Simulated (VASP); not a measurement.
Crystal: SnP2.

```
Sn P
1.0
     0.00000    3.08838    3.08838
     3.08838    0.00000    3.08838
     3.08838    3.08838    0.00000
Sn P
1 2
Cartesian
  0.0000 0.0000 0.0000
  1.5442 1.5442 1.5442
  4.6326 4.6326 4.6326
```

* Program: VASP 6.6.1
* Task: relaxation of cell and atoms
* Functional: PBE
* Potentials or basis: VASP PAW PBE potentials, release 64 (Sn_d, P)
* Cutoff: 600 eV
* k mesh: 6 × 6 × 6
* Occupations: gaussian, width 0.1 eV
* Spin: no spin polarisation

At the start: pressure 11.6 GPa; volume 19.64 Å³/atom.

How do energy, volume and symmetry change on relaxing?

Over 3 steps the energy falls by 88.4 meV/atom and the volume is 22.39 Å³/atom (+14.0 %); space group Fm-3m (No. 225, to 0.05 Å).

The path:
```csv
step,energy change (eV),largest force (eV/Å),pressure (GPa),volume (Å³)
1,0.0000,0.0000,11.65,58.91
2,-0.2066,0.0000,-3.75,71.95
3,-0.2652,0.0000,0.05,67.18
```

Final structure:
```yaml
crystal:
  lattice:
    - [0.00000, 3.22648, 3.22648]
    - [3.22648, 0.00000, 3.22648]
    - [3.22648, 3.22648, 0.00000]
  atoms:
    - { symbol: Sn, position: [0.00000, 0.00000, 0.00000] }
    - { symbol: P, position: [0.25000, 0.25000, 0.25000] }
    - { symbol: P, position: [0.75000, 0.75000, 0.75000] }
```
